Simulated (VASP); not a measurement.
Crystal: WS2.

```
S W
1.0
     3.17000    0.00000    0.00000
    -1.58500    2.74530    0.00000
     0.00000    0.00000   12.49200
S W
4 2
Direct
  0.33333 0.66667 0.12432
  0.33333 0.66667 0.37568
  0.66667 0.33333 0.62432
  0.66667 0.33333 0.87568
  0.66667 0.33333 0.25000
  0.33333 0.66667 0.75000
```

```yaml
Program: VASP 6.6.1
Task: relaxation of cell and atoms
Functional: LDA
Potentials_or_basis: VASP PAW LDA potentials, release 64 (S, W_sv)
Cutoff: 600 eV
k_mesh: 6 × 6 × 2
Occupations: gaussian, width 0.01 eV
Spin: no spin polarisation
```

At the start: pressure -5.1 GPa; volume 18.12 Å³/atom.

Where does the relaxation end?

Over 21 steps the energy falls by 10.4 meV/atom and the volume is 17.19 Å³/atom (-5.1 %); space group P6_3/mmc (No. 194, to 0.05 Å).

Step by step:
| step | energy change (eV) | largest force (eV/Å) | pressure (GPa) | volume (Å³) |
| --- | --- | --- | --- | --- |
| 1 | 0.0000 | 0.3874 | -5.07 | 108.71 |
| 2 | 0.2172 | 1.6401 | 12.95 | 99.95 |
| 3 | -0.0500 | 0.1666 | -0.34 | 105.96 |
| 4 | -0.0501 | 0.1801 | -0.21 | 105.90 |
| 5 | -0.0551 | 0.0469 | -0.08 | 105.31 |
| 6 | -0.0551 | 0.0494 | -0.06 | 105.32 |
| 7 | -0.0561 | 0.0417 | -0.11 | 105.16 |
| 8 | -0.0587 | 0.0186 | -0.22 | 104.70 |
| 9 | -0.0616 | 0.0270 | -0.39 | 103.76 |
| 10 | -0.0616 | 0.0737 | 0.50 | 103.13 |
| 11 | -0.0620 | 0.0230 | 0.05 | 103.45 |
| 12 | -0.0620 | 0.0209 | 0.06 | 103.36 |
| 13 | -0.0621 | 0.0141 | 0.15 | 103.09 |
| 14 | -0.0621 | 0.0145 | -0.06 | 103.13 |
| 15 | -0.0622 | 0.0056 | 0.01 | 103.12 |
| 16 | -0.0622 | 0.0044 | 0.00 | 103.11 |
| 17 | -0.0622 | 0.0017 | 0.00 | 103.12 |
| 18 | -0.0622 | 0.0060 | 0.01 | 103.13 |
| 19 | -0.0622 | 0.0020 | -0.01 | 103.13 |
| 20 | -0.0622 | 0.0004 | 0.00 | 103.12 |
| 21 | -0.0622 | 0.0007 | 0.00 | 103.12 |

Final structure:
```yaml
crystal:
  lattice:
    - [3.12945, 0.00000, 0.00000]
    - [-1.56473, 2.71018, 0.00000]
    - [0.00000, 0.00000, 12.15854]
  atoms:
    - { symbol: S, position: [0.33333, 0.66667, 0.12141] }
    - { symbol: S, position: [0.33333, 0.66667, 0.37859] }
    - { symbol: S, position: [0.66667, 0.33333, 0.62141] }
    - { symbol: S, position: [0.66667, 0.33333, 0.87859] }
    - { symbol: W, position: [0.66667, 0.33333, 0.25000] }
    - { symbol: W, position: [0.33333, 0.66667, 0.75000] }
```
